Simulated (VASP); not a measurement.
**Al3BN2: single point with PBE**

Al3BN2:

```xyz
6
Lattice="3.7985 0.0000 0.0000 -1.8992 3.2896 0.0000 0.0000 0.0000 8.6531" Properties=species:S:1:pos:R:3 pbc="T T T"
Al    0.0000    2.1930    0.0000
Al    0.0000    2.1930    2.6184
Al    0.0000    2.1930    6.0347
B     0.0000    0.0000    0.0000
N     0.0000    2.1930    4.3266
N     1.8992    1.0965    0.0000
```

```yaml
Program: VASP 6.6.1
Task: single point
Functional: PBE
Potentials_or_basis: VASP PAW PBE potentials, release 64 (Al, B, N)
Cutoff: 600 eV
k_mesh: 4 × 4 × 2
Occupations: gaussian, width 0.15 eV
Spin: no spin polarisation
Dipole_correction: no
Further_INCAR_settings: ALGO = Normal; EDIFF = 1e-06; NBANDS = 20
```

```
Pressure               : -0.1 GPa
Largest force          : 0.017 eV/Å
Band gap on the k mesh : zero (band 11 reaches 2.92 eV, above the bottom of band 12 at 2.63 eV)
```

Forces in eV/Å, atoms in the order of the input:
```
Al   0.000  0.000  0.000
Al   0.000  0.000 -0.017
Al   0.000  0.000  0.017
B    0.000  0.000  0.000
N    0.000  0.000  0.000
N    0.000  0.000  0.000
```

Stress tensor (GPa, compression positive):
```
-0.22  0.00  0.00
 0.00 -0.22  0.00
 0.00  0.00  0.27
```

Levels at points of the mesh, in eV from the Fermi level:
| k point | band 9 | band 10 | band 11 | band 12 | band 13 | band 14 |
| --- | --- | --- | --- | --- | --- | --- |
| (0.00, 0.00, 0.00) | -0.25 | -0.25 | -0.03 | -0.03 | 0.29 | 2.86 |
| (0.50, 0.00, 0.00) | -1.94 | -0.55 | -0.48 | 0.89 | 2.34 | 2.60 |
| (0.00, 0.00, 0.50) | -0.73 | -0.19 | -0.19 | -0.10 | -0.10 | 2.29 |
| (0.50, 0.00, 0.50) | -1.67 | -0.56 | 0.19 | 0.86 | 1.12 | 3.31 |

It took 41 s on 1 thread of Intel Xeon 8259CL (shared host), peak memory 0.24 GiB.

Caveat: the k points lie up to 0.48 Å⁻¹ apart.
